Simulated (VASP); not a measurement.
Wanted: the native input for a VASP 6.6.1 run.

```yaml
Task: single point
Functional: PBEsol
Potentials_or_basis: VASP PAW PBE potentials, release 64 (Sb)
Cutoff: 520 eV
k_mesh: 16 × 16 × 16
Occupations: gaussian, width 0.15 eV
Spin: no spin polarisation
Dipole_correction: no
Further_INCAR_settings: ALGO = Normal; EDIFF = 1e-06; NBANDS = 8
```

The structure of Sb lies in POSCAR:

```
Sb
1.0
    3.0020000000      0.0000000000      0.0000000000
    0.0000000000      3.0020000000      0.0000000000
    0.0000000000      0.0000000000      3.0810000000
Sb
1
Direct
    0.0000000000      0.0000000000      0.0000000000
```

This cell differs from its parent crystal: strain -0.050 along x and y, -0.025 along z.

The input as run:

INCAR

```
SYSTEM = Sb
PREC = Accurate
ENCUT = 520
EDIFF = 1E-6
ISMEAR = 0
SIGMA = 0.15
LREAL = .False.
LASPH = .True.
NELM = 60
ALGO = Normal
ISIF = 2
LWAVE = .False.
LCHARG = .True.
GGA = PS
LELF = .True.
LVHAR = .True.
NBANDS = 8
```

KPOINTS

```
Automatic mesh
0
Gamma
  16 16 16
  0 0 0
```

Potentials or basis: VASP PAW PBE potentials, release 64 (Sb).

Launch:

```bash
$ cat potpaw_PBE.64/Sb/POTCAR > POTCAR
$ mpirun -np 1 vasp_std > vasp.out
```

It gave:

```json
{"Pressure": "2.5 GPa"}
```

Caveat: the cell differs from its parent crystal (strain -0.050 along x and y, -0.025 along z); the PAW data sets were made with another functional, which shifts forces and pressure a little.

Wall time 16 s on 1 thread of Intel(R) Xeon(R) 6975P-C (Granite Rapids), with other jobs on the host, peak memory 0.2 GiB.
